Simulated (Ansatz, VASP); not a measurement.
# InP: VASP beside Ansatz

The input INCAR:

```
PREC = Accurate ; ENCUT = 520
EDIFF = 1E-6 ; ISMEAR = 0
SIGMA = 0.01 ; LREAL = F
LASPH = T ; NELM = 60
ALGO = Normal ; ISIF = 2
LWAVE = F ; LCHARG = F
GGA = PS ; NBANDS = 16
```

The input KPOINTS:

```
Automatic mesh
0
Gamma
  6 6 6
```

The input POSCAR:

```
InP
1.0
    0.0000000000      3.0066507070      3.0066507070
    3.0066507070      0.0000000000      3.0066507070
    3.0066507070      3.0066507070      0.0000000000
In P
1 1
Direct
    0.0000000000      0.0000000000      0.0000000000
    0.2500000000      0.2500000000      0.2500000000
```

Input for Ansatz:

```yaml
crystal:
  lattice:
    - [0.0, 3.006650707041636, 3.006650707041636]
    - [3.006650707041636, 0.0, 3.006650707041636]
    - [3.006650707041636, 3.006650707041636, 0.0]
  atoms:
    - { symbol: In, position: [0.0, 0.0, 0.0] }
    - { symbol: P, position: [0.25, 0.25, 0.25] }
basis:
  ecutwfc: 462.593566181796
kpoints:
  mp_grid:
    grid: [6, 6, 6]
hamiltonian:
  xc: pbesol
  pseudopotentials:
    kind: paw
scf:
  occupations:
    method: fixed
output:
  stress: true
```

Alike in both runs: task single point; functional PBEsol; k mesh 6 × 6 × 6; no spin polarisation.

|  | VASP | Ansatz |
| --- | --- | --- |
| version | VASP 6.6.1 | Ansatz 0.2.0 |
| potentials or method | VASP PAW PBE potentials, release 64 (In_d, P), cutoff 520 eV | plane waves, PAW |
| occupations | gaussian, width 0.01 eV | fixed |
| valence electrons in the cell | 18 | 18 |

```tsv
	VASP	Ansatz	Ansatz less VASP
pressure (GPa)	-3.9	-3.9	+0.01
```

VASP's potentials were made for PBE, not for PBEsol.
